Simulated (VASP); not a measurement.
Input of a VASP 6.6.1 run:

File POSCAR:

```
Al2O3
1.0
    2.9708546968      0.0000000000      0.0000000000
   -1.4854273484      2.5728356383      0.0000000000
    0.0000000000      0.0000000000      9.6168570938
Al O
2 3
Direct
    0.0000000000      0.0000000000      0.1499923300
    0.0000000000      0.0000000000      0.8500076700
    0.3333333333      0.6666666667      0.2223169200
    0.6666666667      0.3333333333      0.0000000000
    0.3333333333      0.6666666667      0.7776830800
```

INCAR.step1

```
  ALGO = Normal
  EDIFF = 1E-4
  ENCUT = 520
  GGA = PE
  ISMEAR = 0
  LASPH = T
  LCHARG = F
  LREAL = F
  LWAVE = T
  NBANDS = 20
  NELM = 60
  PREC = Accurate
  SIGMA = 0.05
```

INCAR.step2

```
  ALGO = Normal
  EDIFF = 1E-6
  ENCUT = 520
  ISIF = 2
  ISMEAR = 0
  ISTART = 1
  LASPH = T
  LCHARG = T
  LELF = T
  LMIXTAU = T
  LREAL = F
  LVHAR = T
  LWAVE = F
  METAGGA = R2SCAN
  NBANDS = 20
  NELM = 60
  PREC = Accurate
  SIGMA = 0.05
```

The input KPOINTS:

```
k-points
0
Gamma
  12 12 4
```

Potentials or basis: VASP PAW PBE potentials, release 64 (Al, O).

Launch:

```sh
$ cat potpaw_PBE.64/Al/POTCAR potpaw_PBE.64/O/POTCAR > POTCAR
$ cp INCAR.step1 INCAR
$ mpirun -np 1 vasp_std > vasp.out
$ cp INCAR.step2 INCAR
$ mpirun -np 1 vasp_std > vasp.out
```

Predict the pressure.

-15.0 GPa.

Predict the band gap on the k mesh.

4.81 eV (least direct gap 4.99 eV).

Forces on the atoms (eV/Å):
```
Al   0.000  0.000  0.406
Al   0.000  0.000 -0.406
O    0.000  0.000 -1.352
O    0.000  0.000  0.000
O    0.000  0.000  1.352
```

Caveat: the cell differs from its parent crystal (strain +0.030 along x and y, +0.030 along z); the stress differs along the axes, from -17 to -10 GPa; the PAW data sets were made with another functional, which shifts forces and pressure a little. A k mesh can miss the band edges.
